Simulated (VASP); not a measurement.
Wanted: the native input for a VASP 6.6.1 run.

| Quantity | Value |
| --- | --- |
| Task | single point |
| Functional | PBE |
| Potentials or basis | VASP PAW PBE potentials, release 64 (O, H, Ag, F) |
| Cutoff | 520 eV |
| k mesh | 1 × 1 × 1 |
| Occupations | fermi-dirac, width 0.02 eV |
| Spin | no spin polarisation |
| Dipole correction | no |
| Further INCAR settings | LREAL = Auto; ALGO = Normal; EDIFF = 1e-06; NBANDS = 71 |

The structure of AgH20O10F lies in POSCAR:

```
AgH20O10F
1.0
    7.2329760000      0.0000000000      0.0000000000
    0.0000000000      7.2329760000      0.0000000000
    0.0000000000      0.0000000000      7.2329760000
O H Ag F
10 20 1 1
Direct
    0.6653554498      0.0162865189      0.4538519138
    0.8224968533     -0.0071478185      0.7845456697
    0.4640828340      0.7531754564      0.6770380546
    0.3555106501      0.2071346566     -0.0575143620
    0.1210428460      0.7149892382      0.1414908607
    0.7311928036      0.4648432402      0.3745899337
    0.9200500596      0.6010803852      0.8015096414
    0.4716039428      0.8554155302      0.0167980649
    0.7006659499      0.3600592619      1.0138288859
    0.3733456326      0.2641512982      0.4726685116
    0.5588017989      0.0901980043      0.4205184699
    0.7689227781      0.0318126315      0.3624925618
    0.8046618709      0.0890643077      0.8739970933
    0.7899376412      0.0388498455      0.6635581260
    0.5307082451      0.8534384740      0.6149336041
    0.3472567861      0.7519173297      0.6161364285
    0.4746732189      0.2693773628     -0.0258814629
    0.3914433008      0.0693075713     -0.0438961777
    0.2551646791      0.7376078671      0.1134940860
    0.0576111410      0.8271837208      0.1825527971
    0.7655355140      0.5894254315      0.4052965197
    0.8211004710      0.3796224403      0.4279013231
    0.8940303410      0.7224273936      0.7592310551
    0.9921780468      0.6198555062      0.9185430727
    0.5939325666      0.8469404572      0.0662797720
    0.4725164303      0.7998229221     -0.1105077633
    0.7526086081      0.4521098922      0.9254558566
    0.7250404260      0.4056145078      1.1344569649
    0.3402472233      0.2577638858      0.6047579862
    0.4678433884      0.3572388461      0.4846276277
    0.1269878401      0.2551785047      0.1792899631
    0.9553467342      0.0417255636      0.2693497117
```

The input as run:

INCAR

```
  PREC = Accurate
  ENCUT = 520
  EDIFF = 1E-6
  ISMEAR = -1
  SIGMA = 0.02
  LREAL = Auto
  LASPH = T
  NELM = 120
  ALGO = Normal
  ISIF = 2
  LWAVE = F
  LCHARG = F
  GGA = PE
  NBANDS = 71
  GGA_COMPAT = F
```

KPOINTS

```
Automatic mesh
0
Gamma
  1 1 1
```

Potentials or basis: VASP PAW PBE potentials, release 64 (O, H, Ag, F).

Command:

```bash
$ cat potpaw_PBE.64/O/POTCAR potpaw_PBE.64/H/POTCAR potpaw_PBE.64/Ag/POTCAR potpaw_PBE.64/F/POTCAR > POTCAR
$ mpirun -np 1 vasp_gam > vasp.out
```

Results of the run:

| Quantity | Value |
| --- | --- |
| Pressure | 0.7 GPa |
| Largest force | 2.205 eV/Å |
| Band gap on the k mesh | 3.08 eV |

Caveat: the k points lie up to 0.87 Å⁻¹ apart.

Run time: 52 s on 1 thread of AMD EPYC 7R43 64-Core Processor (Zen 3), on a shared host, peak memory 0.33 GiB.
